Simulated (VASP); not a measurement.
Runs of VASP 6.6.1 on CaSe. The structure is that of space group Fm-3m (No. 225), or close to it. The cells are those of the table. 

| cell | gap on the mesh (eV) | pressure (GPa) |
| --- | --- | --- |
| a = 4.252 Å, angles 60.0°, 2 atoms | 2.04 | -3.1 |
| a = 4.346 Å, angles 60.0°, 2 atoms | (c) | -5.3 |
| a = 4.302 Å, angles 58.7°, 2 atoms | (a) | (b) |
| a = 4.364 Å, angles 60.0°, 2 atoms | 2.19 | -5.7 |
| a = 4.114 Å, angles 60.0°, 2 atoms | 1.80 | 1.6 |

Alike in all rows: task single point; level PBEsol; potentials or basis VASP PAW PBE potentials, release 64 (Ca_sv, Se); no spin polarisation; k mesh 8 × 8 × 8; cutoff (eV) 520; smearing gaussian 0.02 eV.

Question: Estimate the missing entries.

Answer: (a) 1.99; (b) -3.3; (c) 2.17.

Caveats: the PAW data sets were made with another functional, which shifts forces and pressure a little; the cell stands under tension (at least some runs).

A k mesh can miss the band edges, and the runs leave out spin-orbit coupling on Se.
